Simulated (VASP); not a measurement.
A run of VASP 6.6.1 is set up as follows.

Contents of INCAR:

```
PREC = Accurate
ENCUT = 500
EDIFF = 1E-6
ISMEAR = -1
SIGMA = 0.06122561905347299
LREAL = F
LASPH = T
NELM = 120
ALGO = Normal
ISIF = 2
LWAVE = F
LCHARG = T
GGA = PE
LELF = T
LVHAR = T
NBANDS = 11
GGA_COMPAT = F
```

KPOINTS

```
regular mesh
0
Gamma
  34 34 34
```

Contents of POSCAR:

```
Si
1.0
    0.0000000000      2.6792684831      2.6792684831
    2.6792684831      0.0000000000      2.6792684831
    2.6792684831      2.6792684831      0.0000000000
Si
2
Direct
    0.0000000000      0.0000000000      0.0000000000
    0.2500000000      0.2500000000      0.2500000000
```

Potentials or basis: VASP PAW PBE potentials, release 64 (Si).

The run is started by

```sh
$ cat potpaw_PBE.64/Si/POTCAR > POTCAR
$ mpirun -np 1 vasp_std > vasp.out
```

Problem. Predict the pressure.

Solution. 6.2 GPa.

Problem. Predict the band gap on the k mesh.

Solution. 0.50 eV, indirect (least direct gap 2.58 eV).

A k mesh can miss the band edges.
